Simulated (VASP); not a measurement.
Mo6CO, 8 atoms in the cell. The cell holds a slab with vacuum, 8 atoms: a = 4.470 Å, b = 4.470 Å, c = 22.259 Å, α = 90.00°, β = 90.00°, γ = 120.00°. 

```yaml
Program: VASP 6.6.1
Task: single point
Functional: PBE
Potentials_or_basis: VASP PAW PBE potentials, release 64 (Mo_sv, C, O)
Cutoff: 520 eV
k_mesh: 6 × 6 × 1
Occupations: gaussian, width 0.1 eV
Spin: no spin polarisation
Dipole_correction: yes
Further_INCAR_settings: ALGO = Normal; EDIFF = 1e-07; NBANDS = 57
```

Potentials or basis: VASP PAW PBE potentials, release 64 (Mo_sv, C, O).

Run with:

```console
$ cat potpaw_PBE.64/Mo_sv/POTCAR potpaw_PBE.64/C/POTCAR potpaw_PBE.64/O/POTCAR > POTCAR
$ mpirun -np 1 vasp_std > vasp.out
```

Hardware: 1 thread of Intel(R) Xeon(R) 6975P-C (Granite Rapids), with other jobs on the host.

Estimate the wall time of this run.

Run time: 7.5 min on 1 thread of Intel(R) Xeon(R) 6975P-C (Granite Rapids), on a shared host, peak memory 0.64 GiB. Counts: scf iterations 34, k points 13.
